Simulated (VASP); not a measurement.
# Hf (Im-3m) in VASP: notebook

The runs below take Hf through single point, with PBE.

Program: VASP 6.6.1. These are calculated values, not measurements. Logs are shortened: lines on timing, memory, paths and dates and some standing lists are left out, and cuts for length are marked.

### Step 1. The cell of the first run

The structure is cubic, space group Im-3m (No. 229). Conventional cell: a = 3.119 Å, b = 3.119 Å, c = 3.119 Å, α = 90.00°, β = 90.00°, γ = 90.00°. Within 3.6 Å of Hf (site symmetry m-3m) lie 14 Hf at 2.70 to 3.12 Å.

### Step 2. Single point, PBE (volume scaled by 0.680)

Contents of INCAR:

```
  PREC = Accurate
  ENCUT = 520
  EDIFF = 1E-7
  ISMEAR = 0
  SIGMA = 0.05
  LREAL = False
  LASPH = True
  NELM = 100
  ALGO = Normal
  ISIF = 2
  LWAVE = False
  LCHARG = False
  GGA = PE
  NBANDS = 11
```

Contents of KPOINTS:

```
regular mesh
0
Gamma
  20 20 20
```

Contents of POSCAR:

```
Hf
1.0
   -1.5594999642      1.5594999642      1.5594999642
    1.5594999642     -1.5594999642      1.5594999642
    1.5594999642      1.5594999642     -1.5594999642
Hf
1
Direct
    0.0000000000      0.0000000000      0.0000000000
```

Potentials or basis: VASP PAW PBE potentials, release 64 (Hf_pv).

Command:

```bash
$ cat potpaw_PBE.64/Hf_pv/POTCAR > POTCAR
$ mpirun -np 1 vasp_std > vasp.out
```

OUTCAR:

```text
PREC = Accurate
   ENCUT = 520
   EDIFF = 1E-7
   ISMEAR = 0
   LREAL = False
   LASPH = True
   NELM = 100
   ISIF = 2
   GGA = PE

 ion  position               nearest neighbor table
   1  0.000  0.000  0.000-

  LATTYP: Found a body centered cubic cell.
 ALAT       =     3.1189999284

  Lattice vectors:

 A1 = (  -1.5594999642,   1.5594999642,   1.5594999642)
 A2 = (   1.5594999642,  -1.5594999642,   1.5594999642)
 A3 = (   1.5594999642,   1.5594999642,  -1.5594999642)

Analysis of symmetry for initial positions (statically):
=====================================================================
 Subroutine PRICEL returns:
 Original cell was already a primitive cell.

 Routine SETGRP: Setting up the symmetry group for a
 body centered cubic supercell.

 Subroutine GETGRP returns: Found 48 space group operations
 (whereof 48 operations were pure point group operations)
 out of a pool of 48 trial point group operations.

The static configuration has the point symmetry O_h .

Analysis of symmetry for dynamics (positions and initial velocities):
=====================================================================
 Subroutine PRICEL returns:
 Original cell was already a primitive cell.

 Routine SETGRP: Setting up the symmetry group for a
 body centered cubic supercell.

 Subroutine GETGRP returns: Found 48 space group operations
 (whereof 48 operations were pure point group operations)
 out of a pool of 48 trial point group operations.

The dynamic configuration has the point symmetry O_h .

 Subroutine INISYM returns: Found 48 space group operations
 (whereof 48 operations are pure point group operations),
 and found     1 'primitive' translations

----------------------------------------------------------------------------------------

                                     Primitive cell

  volume of cell :      15.1711

  direct lattice vectors                    reciprocal lattice vectors
    -1.559499964  1.559499964  1.559499964     0.000000000  0.320615589  0.320615589
     1.559499964 -1.559499964  1.559499964     0.320615589  0.000000000  0.320615589
     1.559499964  1.559499964 -1.559499964     0.320615589  0.320615589  0.000000000

  length of vectors
     2.701133172  2.701133172  2.701133172     0.453418915  0.453418915  0.453418915

  position of ions in fractional coordinates (direct lattice)
     0.000000000  0.000000000  0.000000000

  ion indices of the primitive-cell ions
   primitive index   ion index
                 1           1

----------------------------------------------------------------------------------------

 KPOINTS: regular mesh

Automatic generation of k-mesh.
 Grid dimensions read from file:
 generate k-points for:   20   20   20

 Generating k-lattice:

  Cartesian coordinates                     Fractional coordinates (reciprocal lattice)
     0.000000000  0.016030779  0.016030779     0.050000000  0.000000000  0.000000000
     0.016030779  0.000000000  0.016030779     0.000000000  0.050000000  0.000000000
     0.016030779  0.016030779  0.000000000     0.000000000  0.000000000  0.050000000

  Length of vectors
     0.022670946  0.022670946  0.022670946

  Shift w.r.t. Gamma in fractional coordinates (k-lattice)
     0.000000000  0.000000000  0.000000000

 Subroutine IBZKPT returns following result:
 ===========================================

 Found    256 irreducible k-points:

 Following reciprocal coordinates:
            Coordinates               Weight
  0.000000  0.000000  0.000000      1.000000
  0.050000  0.000000  0.000000     12.000000
  0.100000  0.000000  0.000000     12.000000
  0.150000  0.000000  0.000000     12.000000
  0.200000  0.000000  0.000000     12.000000
  0.250000  0.000000  0.000000     12.000000
[... 16 lines left out ...]
  0.200000  0.100000  0.000000     48.000000
  0.250000  0.100000  0.000000     48.000000
 [... further k-points ...]
   k-points           NKPTS =    256   k-points in BZ     NKDIM =    256   number of bands    NBANDS=     11
   number of dos      NEDOS =    301   number of ions     NIONS =      1
   total plane-waves  NPLWV =   8000
   dimension x,y,z NGX =    20 NGY =   20 NGZ =   20
   dimension x,y,z NGXF=    40 NGYF=   40 NGZF=   40
   ions per type =               1
   NGX,Y,Z   is equivalent  to a cutoff of  12.31, 12.31, 12.31 a.u.
   NGXF,Y,Z  is equivalent  to a cutoff of  24.62, 24.62, 24.62 a.u.
 SYSTEM =  unknown system
   PREC   = accura    normal or accurate (medium, high low for compatibility)
   ISTART =      0    job   : 0-new  1-cont  2-samecut
   ICHARG =      2    charge: 1-file 2-atom 10-const
   ISPIN  =      1    spin polarized calculation?
   LNONCOLLINEAR =      F non collinear calculations
   LSORBIT =      F    spin-orbit coupling
   LASPH  =      T    aspherical Exc in radial PAW
   ENCUT  =  520.0 eV  38.22 Ry    6.18 a.u.   5.02  5.02  5.02*2*pi/ulx,y,z
   NELM   =    100;   NELMIN=  2; NELMDL= -5     # of ELM steps
   EDIFF  = 0.1E-06   stopping-criterion for ELM
   LREAL  =      F    real-space projection
   EDIFFG = 0.1E-05   stopping-criterion for IOM
   NSW    =      0    number of steps for IOM
   IBRION =     -1    ionic relax: 0-MD 1-quasi-New 2-CG
   NFREE  =      0    steps in history (QN), initial steepest desc. (CG)
   ISIF   =      2    stress and relaxation
   ISYM   =      2    0-nonsym 1-usesym 2-fastsym
   POTIM  = 0.5000    time-step for ionic-motion
   TEBEG  =    0.0;   TEEND  =   0.0 temperature during run
   PSTRESS=    0.0 pullay stress
   NELECT =      10.0000    total number of electrons
   NUPDOWN=      -1.0000    fix difference up-down
   EMIN   =  10.00;   EMAX   =-10.00  energy-range for DOS
   EFERMI =   0.00;   METHOD = LEGACY
   ISMEAR =     0;   SIGMA  =   0.05  broadening in eV -4-tet -1-fermi 0-gaus
   EFERMI_NEDOS =   21; number of points for ismear=-14 and -15
   IALGO  =     38    algorithm
   IMIX   =      4    mixing-type and parameters
     AMIX     =   0.40;   BMIX     =  1.00
     AMIX_MAG =   1.60;   BMIX_MAG =  1.00
  volume/ion in A,a.u.               =      15.17       102.38
  Fermi-wavevector in a.u.,A,eV,Ry     =   1.424742  2.692371 27.618315  2.029889
  Thomas-Fermi vector in A             =   2.545200
   LORBIT       =      0    0 simple, 1 ext, 2 COOP (PROOUT), +10 PAW based schemes
   GGA     = PE    functional components
   LHFCALC =     F    Hartree Fock is set to
   AEXX    =    0.0000 exact exchange contribution
   IVDW    =     0    specifies the selected vdW correction
   LEPSILON=     F    determine dielectric tensor
   LRPA    =     F    only Hartree local field effects (RPA)
 non-spin polarized calculation
 Gauss-broadening in eV      SIGMA  =   0.05
  energy-cutoff  :      520.00
  volume of cell :       15.17
 maximum number of plane-waves:       420
   NGX =  9   NGY =  9   NGZ =  9

 number of electron      10.0000003 magnetization

 Free energy of the ion-electron system (eV)
  ---------------------------------------------------
  ext. energy  EPLUGINS =         0.00000000
  ---------------------------------------------------
  free energy    TOTEN  =        -8.55687451 eV

  energy without entropy =       -8.55605055  energy(sigma->0) =       -8.55646253

 E-fermi :   7.5790     XC(G=0): -13.1861

 val. band max:        7.5605358753   @ k =   0.3000   0.3000   0.1000
 cond. band min:       7.5949524186   @ k =  -0.2000   0.2500   0.1500
 fundamental gap:      0.0344165433
 Fermi energy:         7.5789693172

 k-point     1 :       0.0000    0.0000    0.0000
  band No.  band energies     occupation
      1     -20.7565      2.00000
      2     -20.7565      2.00000
      3     -20.7565      2.00000
      4      -0.4414      2.00000
      5       9.2455      0.00000
      6       9.2455      0.00000
      7       9.2455      0.00000
      8      13.2898      0.00000
      9      13.2898      0.00000
     10      22.0695      0.00000
     11      22.8493      0.00000

 k-point     2 :       0.0500    0.0000    0.0000
  band No.  band energies     occupation
      1     -20.8352      2.00000
      2     -20.7780      2.00000
      3     -20.7575      2.00000
      4      -0.2849      2.00000
      5       9.1326      0.00000
      6       9.2092      0.00000
      7       9.3953      0.00000
      8      13.0742      0.00000
      9      13.2795      0.00000
     10      22.0695      0.00000
     11      23.0111      0.00000

 k-point     3 :       0.1000    0.0000    0.0000
  band No.  band energies     occupation
      1     -21.0589      2.00000
      2     -20.8402      2.00000
      3     -20.7606      2.00000
      4       0.1628      2.00000
      5       8.8222      0.00000
      6       9.0638      0.00000
      7       9.8409      0.00000
      8      12.6392      0.00000
      9      13.2614      0.00000
     10      22.0690      0.00000
     11      23.4578      0.00000

 k-point     4 :       0.1500    0.0000    0.0000
  band No.  band energies     occupation
      1     -21.3938      2.00000
      2     -20.9356      2.00000
      3     -20.7655      2.00000
      4       0.8356      2.00000
      5       8.3814      0.00000
      6       8.7533      0.00000
      7      10.5702      0.00000
      8      12.3521      0.00000
      9      13.2670      0.00000
     10      22.0684      0.00000
     11      24.0542      0.00000

 k-point     5 :       0.2000    0.0000    0.0000
  band No.  band energies     occupation
      1     -21.7952      2.00000
      2     -21.0535      2.00000
      3     -20.7717      2.00000
      4       1.6186      2.00000
      5       7.8836      0.00000
      6       8.3561      0.00000
      7      11.5633      0.00000
      8      12.3765      0.00000
      9      13.3313      0.00000
     10      22.0672      0.00000
     11      24.4869      0.00000
[... 211 lines left out ...]
 k-point    21 :       0.1000    0.1000    0.0000
  band No.  band energies     occupation
      1     -21.5650      2.00000
      2     -20.9397      2.00000
      3     -20.8298      2.00000
      4       1.2211      2.00000
      5       8.2890      0.00000
      6       8.3731      0.00000
      7      11.1084      0.00000
      8      11.9795      0.00000
      9      13.5903      0.00000
     10      22.0678      0.00000
     11      24.1819      0.00000

 k-point    22 :       0.1500    0.1000    0.0000
  band No.  band energies     occupation
      1     -21.9181      2.00000
      2     -21.0579      2.00000
      3     -20.8537      2.00000
      4       1.9874      2.00000
      5       7.8289      0.00000
      6       7.9808      0.00000
      7      11.8820      0.00000
      8      12.1640      0.00000
      9      13.8527      0.00000
     10      22.0666      0.00000
     11      24.8204      0.00000

 k-point    23 :       0.2000    0.1000    0.0000
  band No.  band energies     occupation
      1     -22.2870      2.00000
      2     -21.2028      2.00000
      3     -20.8684      2.00000
      4       2.7231      2.00000
      5       7.3475      2.00000
      6       7.7452      0.00000
      7      12.0625      0.00000
      8      13.4203      0.00000
      9      14.1227      0.00000
     10      22.0641      0.00000
     11      24.6814      0.00000

 k-point    24 :       0.2500    0.1000    0.0000
  band No.  band energies     occupation
      1     -22.6376      2.00000
      2     -21.3501      2.00000
      3     -20.8800      2.00000
      4       3.2173      2.00000
      5       6.9435      2.00000
      6       7.8531      0.00000
      7      12.4267      0.00000
      8      14.3786      0.00000
      9      14.8496      0.00000
     10      22.0594      0.00000
     11      23.6733      0.00000

 [... further k-points ...]

------------------------ aborting loop because EDIFF is reached ----------------------------------------

  FORCE on cell =-STRESS in cart. coord.  units (eV):
  Direction    XX          YY          ZZ          XY          YZ          ZX
  --------------------------------------------------------------------------------------
  -------------------------------------------------------------------------------------
  Total        6.6950904      6.6950904      6.6950904      0.0000000     -0.0000000     -0.0000000
  in kB      707.0513040    707.0513040    707.0513040      0.0000000     -0.0000000     -0.0000000
  external PRESSURE =     707.0513040 kB  Pullay stress =       0.0000000 kB

 VOLUME and BASIS-vectors are now :
 -----------------------------------------------------------------------------
  energy-cutoff  :      520.00
  volume of cell :       15.17
      direct lattice vectors                 reciprocal lattice vectors
    -1.559499964  1.559499964  1.559499964     0.000000000  0.320615589  0.320615589
     1.559499964 -1.559499964  1.559499964     0.320615589  0.000000000  0.320615589
     1.559499964  1.559499964 -1.559499964     0.320615589  0.320615589  0.000000000

 POSITION                                       TOTAL-FORCE (eV/Angst)
 -----------------------------------------------------------------------------------
      0.00000      0.00000      0.00000        -0.000000     -0.000000     -0.000000
 -----------------------------------------------------------------------------------
    total drift:                                0.000000      0.000000      0.000000

  FREE ENERGIE OF THE ION-ELECTRON SYSTEM (eV)
  ---------------------------------------------------
  free  energy   TOTEN  =        -8.5568745137 eV

  energy  without entropy=       -8.5560505543  energy(sigma->0) =       -8.55646253
```

It took 14 s on 1 thread of Intel Xeon 6975P-C (Granite Rapids), shared host; peak memory 0.16 GiB.

What came out:

```
Free energy            : -8.5569 eV
Pressure               : 70.7 GPa
Band gap on the k mesh : zero (band 5 reaches 9.25 eV, above the bottom of band 6 at 6.49 eV)
```

Caveat: spin-orbit coupling is left out, which moves the levels of the heavy elements.

### Step 3. Single point, PBE (volume scaled by 0.920)

Contents of INCAR:

```
SYSTEM = Hf
ALGO = Fast ; EDIFF = 1E-6
ENCUT = 520 ; GGA = PE
ISIF = 2 ; ISMEAR = 0
LASPH = .TRUE. ; LCHARG = .TRUE.
LELF = .TRUE. ; LREAL = .FALSE.
LVHAR = .TRUE. ; LWAVE = .FALSE.
NBANDS = 11 ; NELM = 60
PREC = Accurate ; SIGMA = 0.05
```

Contents of KPOINTS:

```
k-points
0
G
  18 18 18
  0 0 0
```

Contents of POSCAR:

```
Hf
1.0
   -1.7248248770      1.7248248770      1.7248248770
    1.7248248770     -1.7248248770      1.7248248770
    1.7248248770      1.7248248770     -1.7248248770
Hf
1
Direct
    0.0000000000      0.0000000000      0.0000000000
```

Potentials or basis: VASP PAW PBE potentials, release 64 (Hf_pv).

Command:

```bash
$ cat potpaw_PBE.64/Hf_pv/POTCAR > POTCAR
$ mpirun -np 1 vasp_std > vasp.out
```

Wall time 13 s (1 thread of Intel Xeon 6975P-C (Granite Rapids), shared host); peak memory 0.17 GiB.

Results (log left out):

```yaml
Free_energy: -9.6985 eV
Pressure: 9.1 GPa
Band_gap_on_the_k_mesh: zero (band 5 reaches 6.77 eV, above the bottom of band 6 at 4.45 eV)
```

Levels at points of the mesh, in eV from the Fermi level:
| k point | band 3 | band 4 | band 5 | band 6 | band 7 | band 8 |
| --- | --- | --- | --- | --- | --- | --- |
| (0.00, 0.00, 0.00) | -29.49 | -7.30 | 1.60 | 1.60 | 1.60 | 4.63 |
| (0.50, 0.00, 0.00) | -29.50 | -3.64 | -0.65 | 1.43 | 4.52 | 5.61 |
| (0.50, 0.50, 0.50) | -30.24 | -2.96 | -2.96 | 7.46 | 7.46 | 7.46 |

Caveat: spin-orbit coupling is left out, which moves the levels of the heavy elements.

### Step 4. Single point, PBE (volume scaled by 0.720)

Contents of INCAR:

```
  PREC = Accurate
  ENCUT = 520
  EDIFF = 1E-6
  ISMEAR = 0
  SIGMA = 0.05
  LREAL = F
  LASPH = T
  NELM = 80
  ALGO = Fast
  ISIF = 2
  LWAVE = F
  LCHARG = T
  GGA = PE
  LELF = T
  LVHAR = T
  NBANDS = 11
```

Contents of KPOINTS:

```
Automatic mesh
0
Gamma
  20 20 20
```

Contents of POSCAR:

```
Hf
1.0
   -1.5894976751      1.5894976751      1.5894976751
    1.5894976751     -1.5894976751      1.5894976751
    1.5894976751      1.5894976751     -1.5894976751
Hf
1
Direct
    0.0000000000      0.0000000000      0.0000000000
```

Command:

```bash
$ cat potpaw_PBE.64/Hf_pv/POTCAR > POTCAR
$ mpirun -np 1 vasp_std > vasp.out
```

Wall time 13 s (1 thread of Intel Xeon 6975P-C (Granite Rapids), shared host); peak memory 0.15 GiB.

Results (log left out):

| Quantity | Value |
| --- | --- |
| Free energy | -8.9051 eV |
| Pressure | 55.0 GPa |
| Band gap on the k mesh | zero (band 5 reaches 8.76 eV, above the bottom of band 6 at 6.11 eV) |

Levels at points of the mesh, in eV from the Fermi level:
```tsv
k point	band 3	band 4	band 5	band 6	band 7	band 8
(0.00, 0.00, 0.00)	-28.53	-7.90	1.70	1.70	1.70	5.54
(0.50, 0.00, 0.00)	-28.56	-4.57	-1.29	3.05	5.68	7.04
(0.50, 0.50, 0.50)	-30.06	-4.35	-4.35	9.61	9.61	9.61
```

Caveat: spin-orbit coupling is left out, which moves the levels of the heavy elements.

(Part 1 of 2 ends here.)
